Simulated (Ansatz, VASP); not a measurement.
## Two plane-wave programs on PbS

Contents of INCAR:

```
PREC     = Accurate       # precision mode
ENCUT    = 520            # plane-wave cutoff, eV
EDIFF    = 1E-6           # SCF threshold, eV
ISMEAR   = 0              # smearing method
SIGMA    = 0.05           # smearing width, eV
LREAL    = F              # projectors in reciprocal space
LASPH    = T              # aspherical terms in the spheres
NELM     = 60             # most SCF steps
ALGO     = Normal         # electronic algorithm
ISIF     = 2              # what is computed and relaxed
LWAVE    = F              # write WAVECAR
LCHARG   = T              # write CHGCAR
GGA      = RE             # functional
LELF     = T              # ELF
LVHAR    = T            
NBANDS   = 17             # bands
```

Contents of KPOINTS:

```
Automatic mesh
0
Gamma
  8 8 8
```

File POSCAR:

```
PbS
1.0
    0.0000000000      2.9650006778      2.9650006778
    2.9650006778      0.0000000000      2.9650006778
    2.9650006778      2.9650006778      0.0000000000
Pb S
1 1
Direct
    0.5000000000      0.5000000000      0.5000000000
    0.0000000000      0.0000000000      0.0000000000
```

Input for Ansatz:

```yaml
crystal:
  lattice:
    - [0.0, 2.9650006778, 2.9650006778]
    - [2.9650006778, 0.0, 2.9650006778]
    - [2.9650006778, 2.9650006778, 0.0]
  atoms:
    - { symbol: Pb, position: [0.5, 0.5, 0.5] }
    - { symbol: S, position: [0.0, 0.0, 0.0] }
basis:
  ecutwfc: 420
  ecutrho_ratio: 4
kpoints:
  mp_grid: { grid: [8, 8, 8] }
hamiltonian:
  xc: revpbe
scf:
  occupations: { method: gaussian, width: 0.05 }
output:
  forces: true
  stress: true
  eigenvalues: true
```

Alike in both runs: task single point; functional revPBE; k mesh 8 × 8 × 8; occupations gaussian, width 0.05 eV; no spin polarisation.

|  | VASP | Ansatz |
| --- | --- | --- |
| version | VASP 6.6.1 | Ansatz 0.2.0 |
| potentials or method | VASP PAW PBE potentials, release 64 (Pb_d, S), cutoff 520 eV | scalar-relativistic, plane waves, PAW |
| valence electrons in the cell | 20 | 20 |

Ansatz gave:

- gap on the k mesh at the Fermi level (eV): 0.42
- least direct gap on the mesh (eV): 0.42
- pressure (GPa): 3.7

Q: Which values does VASP return?

A: gap on the k mesh at the Fermi level (eV): 0.43; least direct gap on the mesh (eV): 0.43; pressure (GPa): 3.6.

VASP's potentials were made for PBE, not for revPBE. The functional is the same, so the differences come from potentials, cutoffs and numerics.

Spin-orbit coupling is off throughout.
